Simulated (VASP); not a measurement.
# WS2 in VASP: single point with PBEsol

Aim: the single point of WS2 with PBEsol.

Program: VASP 6.6.1. These are calculated values, not measurements. Logs are shortened: lines on timing, memory, paths and dates and some standing lists are left out, and cuts for length are marked.

**1. The cell of the first run**

The cell holds a slab with vacuum, 3 atoms: a = 3.146 Å, b = 3.146 Å, c = 17.969 Å, α = 91.69°, β = 89.66°, γ = 120.00°.

**2. Single point, PBEsol**

Contents of INCAR:

```
SYSTEM = WS2
ALGO = Normal
EDIFF = 1E-6
ENCUT = 520
GGA = PS
ISIF = 2
ISMEAR = 0
LASPH = .TRUE.
LCHARG = .TRUE.
LELF = .TRUE.
LREAL = .FALSE.
LVHAR = .TRUE.
LWAVE = .FALSE.
NBANDS = 20
NELM = 100
PREC = Accurate
SIGMA = 0.05
```

Contents of KPOINTS:

```
k-points
0
G
  12 12 2
  0 0 0
```

Contents of POSCAR:

```
WS2
1.0
    3.1461905993      0.0002757437      0.0101137961
   -1.5729079885      2.7238663391     -0.0471030432
    0.0483899561     -0.2728066687     17.9667099955
W S
1 2
Direct
    0.3333195754      0.6666541868     -0.0000001158
    0.6608053496      0.3157170345      0.9127573813
    0.6725417418      0.3509621121      0.0872427346
```

Potentials or basis: VASP PAW PBE potentials, release 64 (W_sv, S).

Run with:

```bash
$ cat potpaw_PBE.64/W_sv/POTCAR potpaw_PBE.64/S/POTCAR > POTCAR
$ mpirun -np 1 vasp_std > vasp.out
```

OUTCAR:

```text
SYSTEM = WS2
   EDIFF = 1E-6
   ENCUT = 520
   GGA = PS
   ISIF = 2
   ISMEAR = 0
   LASPH = .TRUE.
   LREAL = .FALSE.
   NELM = 100
   PREC = Accurate

 ion  position               nearest neighbor table
   1  0.333  0.667  1.000-   2 2.40   3 2.40   3 2.40   2 2.40   3 2.40   2 2.40
   2  0.661  0.316  0.913-   1 2.40   1 2.40   1 2.40
   3  0.673  0.351  0.087-   1 2.40   1 2.40   1 2.40

  LATTYP: Found a triclinic cell.
 ALAT       =     3.1460350388
 B/A-ratio  =     1.0000546175
 C/A-ratio  =     6.5885534019
 COS(alpha) =     0.0051759006
 COS(beta)  =     0.4348703429
 COS(gamma) =     0.5001197709

  Lattice vectors:

 A1 = (  -1.5732826108,  -2.7241420828,   0.0369892471)
 A2 = (  -3.1461905993,  -0.0002757437,  -0.0101137961)
 A3 = (  -0.0491392007, -10.6232101751, -17.7985254149)

Analysis of symmetry for initial positions (statically):
=====================================================================
 Subroutine PRICEL returns:
 Original cell was already a primitive cell.

 Routine SETGRP: Setting up the symmetry group for a
 triclinic supercell.

 Subroutine GETGRP returns: Found  1 space group operations
 (whereof  1 operations were pure point group operations)
 out of a pool of  2 trial point group operations.

The static configuration has the point symmetry C_1 .

Analysis of symmetry for dynamics (positions and initial velocities):
=====================================================================
 Subroutine PRICEL returns:
 Original cell was already a primitive cell.

 Routine SETGRP: Setting up the symmetry group for a
 triclinic supercell.

 Subroutine GETGRP returns: Found  1 space group operations
 (whereof  1 operations were pure point group operations)
 out of a pool of  2 trial point group operations.

The dynamic configuration has the point symmetry C_1 .

 Subroutine INISYM returns: Found  1 space group operations
 (whereof  1 operations are pure point group operations),
 and found     1 'primitive' translations

----------------------------------------------------------------------------------------

                                     Primitive cell

  volume of cell :     153.9415

  direct lattice vectors                    reciprocal lattice vectors
     3.146190599  0.000275744  0.010113796     0.317822402  0.183561268  0.001931201
    -1.572907988  2.723866339 -0.047103043    -0.000050106  0.367192693  0.005575592
     0.048389956 -0.272806669 17.966709996    -0.000179040  0.000859333  0.055672023

  length of vectors
     3.146206867  3.145744120 17.968846182     0.367027993  0.367235025  0.055678943

  position of ions in fractional coordinates (direct lattice)
     0.333319575  0.666654187  0.999999884
     0.660805350  0.315717034  0.912757381
     0.672541742  0.350962112  0.087242735

  ion indices of the primitive-cell ions
   primitive index   ion index
                 1           1
                 2           2
                 3           3

----------------------------------------------------------------------------------------

 KPOINTS: k-points

Automatic generation of k-mesh.
 Grid dimensions read from file:
 generate k-points for:   12   12    2

 Generating k-lattice:

  Cartesian coordinates                     Fractional coordinates (reciprocal lattice)
     0.026485200  0.015296772  0.000160933     0.083333333  0.000000000  0.000000000
    -0.000004175  0.030599391  0.000464633     0.000000000  0.083333333  0.000000000
    -0.000089520  0.000429667  0.027836012    -0.000000000  0.000000000  0.500000000

  Length of vectors
     0.030585666  0.030602919  0.027839471

  Shift w.r.t. Gamma in fractional coordinates (k-lattice)
     0.000000000  0.000000000  0.000000000

 Subroutine IBZKPT returns following result:
 ===========================================

 Found    148 irreducible k-points:

 Following reciprocal coordinates:
            Coordinates               Weight
  0.000000  0.000000  0.000000      1.000000
  0.083333 -0.000000 -0.000000      2.000000
  0.166667 -0.000000  0.000000      2.000000
  0.250000 -0.000000 -0.000000      2.000000
  0.333333 -0.000000 -0.000000      2.000000
  0.416667 -0.000000 -0.000000      2.000000
[... 16 lines left out ...]
  0.250000  0.166667 -0.000000      2.000000
  0.333333  0.166667 -0.000000      2.000000
 [... further k-points ...]
   k-points           NKPTS =    148   k-points in BZ     NKDIM =    148   number of bands    NBANDS=     20
   number of dos      NEDOS =    301   number of ions     NIONS =      3
   total plane-waves  NPLWV =  80640
   dimension x,y,z NGX =    24 NGY =   24 NGZ =  140
   dimension x,y,z NGXF=    48 NGYF=   48 NGZF=  280
   ions per type =               1   2
   NGX,Y,Z   is equivalent  to a cutoff of  12.68, 12.68, 12.95 a.u.
   NGXF,Y,Z  is equivalent  to a cutoff of  25.36, 25.37, 25.91 a.u.
 SYSTEM =  WS2
   PREC   = accura    normal or accurate (medium, high low for compatibility)
   ISTART =      0    job   : 0-new  1-cont  2-samecut
   ICHARG =      2    charge: 1-file 2-atom 10-const
   ISPIN  =      1    spin polarized calculation?
   LNONCOLLINEAR =      F non collinear calculations
   LSORBIT =      F    spin-orbit coupling
   LASPH  =      T    aspherical Exc in radial PAW
   ENCUT  =  520.0 eV  38.22 Ry    6.18 a.u.   5.85  5.85 33.41*2*pi/ulx,y,z
   NELM   =    100;   NELMIN=  2; NELMDL= -5     # of ELM steps
   EDIFF  = 0.1E-05   stopping-criterion for ELM
   LREAL  =      F    real-space projection
   EDIFFG = 0.1E-04   stopping-criterion for IOM
   NSW    =      0    number of steps for IOM
   IBRION =     -1    ionic relax: 0-MD 1-quasi-New 2-CG
   NFREE  =      0    steps in history (QN), initial steepest desc. (CG)
   ISIF   =      2    stress and relaxation
   ISYM   =      2    0-nonsym 1-usesym 2-fastsym
   POTIM  = 0.5000    time-step for ionic-motion
   TEBEG  =    0.0;   TEEND  =   0.0 temperature during run
   PSTRESS=    0.0 pullay stress
   NELECT =      26.0000    total number of electrons
   NUPDOWN=      -1.0000    fix difference up-down
   EMIN   =  10.00;   EMAX   =-10.00  energy-range for DOS
   EFERMI =   0.00;   METHOD = LEGACY
   ISMEAR =     0;   SIGMA  =   0.05  broadening in eV -4-tet -1-fermi 0-gaus
   EFERMI_NEDOS =   21; number of points for ismear=-14 and -15
   IALGO  =     38    algorithm
   IMIX   =      4    mixing-type and parameters
     AMIX     =   0.40;   BMIX     =  1.00
     AMIX_MAG =   1.60;   BMIX_MAG =  1.00
  volume/ion in A,a.u.               =      51.31       346.28
  Fermi-wavevector in a.u.,A,eV,Ry     =   0.904928  1.710066 11.141738  0.818895
  Thomas-Fermi vector in A             =   2.028434
   LORBIT       =      0    0 simple, 1 ext, 2 COOP (PROOUT), +10 PAW based schemes
   GGA     = PS    functional components
   LHFCALC =     F    Hartree Fock is set to
   AEXX    =    0.0000 exact exchange contribution
   IVDW    =     0    specifies the selected vdW correction
   LEPSILON=     F    determine dielectric tensor
   LRPA    =     F    only Hartree local field effects (RPA)
 non-spin polarized calculation
 Gauss-broadening in eV      SIGMA  =   0.05
  energy-cutoff  :      520.00
  volume of cell :      153.94
 maximum number of plane-waves:      4174
   NGX = 11   NGY = 11   NGZ = 67

 number of electron      26.0000000 magnetization

 Free energy of the ion-electron system (eV)
  ---------------------------------------------------
  ext. energy  EPLUGINS =         0.00000000
  ---------------------------------------------------
  free energy    TOTEN  =       -25.24892160 eV

  energy without entropy =      -25.24892160  energy(sigma->0) =      -25.24892160

 E-fermi :  -0.9572     XC(G=0):  -4.3445

 val. band max:       -1.4027883772   @ k =   0.3333   0.3333  -0.0000
 cond. band min:       0.5373085799   @ k =   0.3333   0.3333  -0.0000
 fundamental gap:      1.9400969570
 Fermi energy:        -0.9572230642

 k-point     1 :       0.0000    0.0000    0.0000
  band No.  band energies     occupation
      1     -75.3086      2.00000
      2     -39.5868      2.00000
      3     -39.3926      2.00000
      4     -39.3923      2.00000
      5     -16.2931      2.00000
      6     -14.6000      2.00000
[... 12 lines left out ...]
     19       4.1075      0.00000
     20       4.2525      0.00000

 k-point     2 :       0.0833   -0.0000   -0.0000
  band No.  band energies     occupation
      1     -75.3072      2.00000
      2     -39.5821      2.00000
      3     -39.4187      2.00000
      4     -39.3983      2.00000
      5     -16.1719      2.00000
      6     -14.5554      2.00000
[... 12 lines left out ...]
     19       4.2483      0.00000
     20       4.6581      0.00000

 k-point     3 :       0.1667   -0.0000    0.0000
  band No.  band energies     occupation
      1     -75.3036      2.00000
      2     -39.5691      2.00000
      3     -39.4895      2.00000
      4     -39.4148      2.00000
      5     -15.8267      2.00000
      6     -14.4286      2.00000
[... 12 lines left out ...]
     19       4.6543      0.00000
     20       5.4366      0.00000

 k-point     4 :       0.2500   -0.0000   -0.0000
  band No.  band energies     occupation
      1     -75.2986      2.00000
      2     -39.5849      2.00000
      3     -39.5514      2.00000
      4     -39.4372      2.00000
      5     -15.3122      2.00000
      6     -14.2418      2.00000
[... 429 lines left out ...]
 k-point    23 :       0.2500    0.1667   -0.0000
  band No.  band energies     occupation
      1     -75.2918      2.00000
      2     -39.6785      2.00000
      3     -39.5271      2.00000
      4     -39.5031      2.00000
      5     -14.4971      2.00000
      6     -13.9419      2.00000
[... 12 lines left out ...]
     19       6.3040      0.00000
     20       6.4024      0.00000

 k-point    24 :       0.3333    0.1667   -0.0000
  band No.  band energies     occupation
      1     -75.2886      2.00000
      2     -39.7240      2.00000
      3     -39.5309      2.00000
      4     -39.5158      2.00000
      5     -14.0490      2.00000
      6     -13.7817      2.00000
[... 12 lines left out ...]
     19       6.9150      0.00000
     20       7.1320      0.00000

 [... further k-points ...]

------------------------ aborting loop because EDIFF is reached ----------------------------------------

  FORCE on cell =-STRESS in cart. coord.  units (eV):
  Direction    XX          YY          ZZ          XY          YZ          ZX
  --------------------------------------------------------------------------------------
  -------------------------------------------------------------------------------------
  Total        0.0220539      0.0309218      0.0317261     -0.0035104     -0.0006317     -0.0001250
  in kB        0.2295307      0.3218252      0.3301960     -0.0365352     -0.0065749     -0.0013005
  external PRESSURE =       0.2938506 kB  Pullay stress =       0.0000000 kB

 VOLUME and BASIS-vectors are now :
 -----------------------------------------------------------------------------
  energy-cutoff  :      520.00
  volume of cell :      153.94
      direct lattice vectors                 reciprocal lattice vectors
     3.146190599  0.000275744  0.010113796     0.317822402  0.183561268  0.001931201
    -1.572907988  2.723866339 -0.047103043    -0.000050106  0.367192693  0.005575592
     0.048389956 -0.272806669 17.966709996    -0.000179040  0.000859333  0.055672023

 POSITION                                       TOTAL-FORCE (eV/Angst)
 -----------------------------------------------------------------------------------
      0.04849      1.54316     17.93868         0.000003      0.000158      0.000106
      1.62659      0.61115     16.39106         0.000020     -0.000172     -0.019194
      1.56814      0.93236      1.55774        -0.000023      0.000014      0.019088
 -----------------------------------------------------------------------------------
    total drift:                                0.000005      0.000028     -0.000008

  FREE ENERGIE OF THE ION-ELECTRON SYSTEM (eV)
  ---------------------------------------------------
  free  energy   TOTEN  =       -25.2489216005 eV

  energy  without entropy=      -25.2489216005  energy(sigma->0) =      -25.24892160
```

Run time: 5.5 min. Hardware: 1 thread of Intel Xeon Platinum 8488C (Sapphire Rapids), shared host; peak memory 0.57 GiB.

Results:

```yaml
Free_energy: -25.2489 eV
Largest_force: 0.019 eV/Å
Band_gap_on_the_k_mesh: 1.94 eV
```

Forces on the atoms (eV/Å):
```
W    0.000  0.000  0.000
S    0.000  0.000 -0.019
S    0.000  0.000  0.019
```

Caveat: there is no dipole correction, which matters where the two faces differ; the PAW data sets were made with another functional, which shifts forces and pressure a little; spin-orbit coupling is left out, which moves the levels of the heavy elements.
